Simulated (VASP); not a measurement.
A run of VASP 6.6.1:

INCAR

```
ALGO     = Normal         # electronic algorithm
EDIFF    = 1E-6           # SCF threshold, eV
ENCUT    = 520            # plane-wave cutoff, eV
GGA      = PE             # functional
ISIF     = 2              # what is computed and relaxed
ISMEAR   = 0              # smearing method
LASPH    = T              # aspherical terms in the spheres
LCHARG   = F              # write CHGCAR
LREAL    = F              # projectors in reciprocal space
LWAVE    = F              # write WAVECAR
NBANDS   = 21             # bands
NELM     = 60             # most SCF steps
PREC     = Accurate       # precision mode
SIGMA    = 0.022          # smearing width, eV
```

The input KPOINTS:

```
k-points
0
Gamma
  11 11 6
```

The input POSCAR:

```
Ru
1.0
    2.7058000000      0.0000000000      0.0000000000
   -1.3529000000      2.3432915376      0.0000000000
    0.0000000000      0.0000000000      4.2819000000
Ru
2
Direct
    0.6666666667      0.3333333333      0.7500000000
    0.3333333333      0.6666666667      0.2500000000
```

Potentials or basis: VASP PAW PBE potentials, release 64 (Ru_pv).

The run is started by

```sh
$ cat potpaw_PBE.64/Ru_pv/POTCAR > POTCAR
$ mpirun -np 1 vasp_std > vasp.out
```

Hardware: 1 thread of Intel(R) Xeon(R) Platinum 8488C (Sapphire Rapids), on a shared host.

Estimate the wall time of this run.

Run time: 14 s on 1 thread of Intel(R) Xeon(R) Platinum 8488C (Sapphire Rapids), with other jobs on the host, peak memory 0.15 GiB. Counts: scf iterations 12, k points 64.
